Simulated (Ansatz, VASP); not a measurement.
**Al2O3 in VASP and in Ansatz**

```
CELL_PARAMETERS angstrom
2.46920 1.42560 4.14612
-2.46920 1.42560 4.14612
0.00000 -2.85119 4.14612
ATOMIC_POSITIONS crystal
Al 0.85213 0.85213 0.85213
Al 0.64787 0.64787 0.64787
Al 0.14787 0.14787 0.14787
Al 0.35213 0.35213 0.35213
O 0.05616 0.44384 0.75000
O 0.75000 0.05616 0.44384
O 0.44384 0.75000 0.05616
O 0.94384 0.55616 0.25000
O 0.25000 0.94384 0.55616
O 0.55616 0.25000 0.94384
```

Alike in both runs: task single point; functional PBE; k mesh 6 × 6 × 6; occupations gaussian, width 0.05 eV; no spin polarisation.

|  | VASP | Ansatz |
| --- | --- | --- |
| version | VASP 6.6.1 | Ansatz 0.2.0 |
| potentials or method | VASP PAW PBE potentials, release 64 (Al, O), cutoff 520 eV | scalar-relativistic, plane waves, PAW |
| valence electrons in the cell | 48 | 48 |

```csv
,VASP,Ansatz,Ansatz less VASP
gap on the k mesh at the Fermi level (eV),5.16,5.16,+0.008
least direct gap on the mesh (eV),5.16,5.16,+0.008
pressure (GPa),-0.5,-0.5,+0.04
"traceless stress, the component that is largest in VASP (GPa)",20.28,20.27,-0.014
rms of the force components (eV/Å),0.247,0.243,-0.0037
```

Atom by atom the forces differ by 0.005 eV/Å (rms over components).
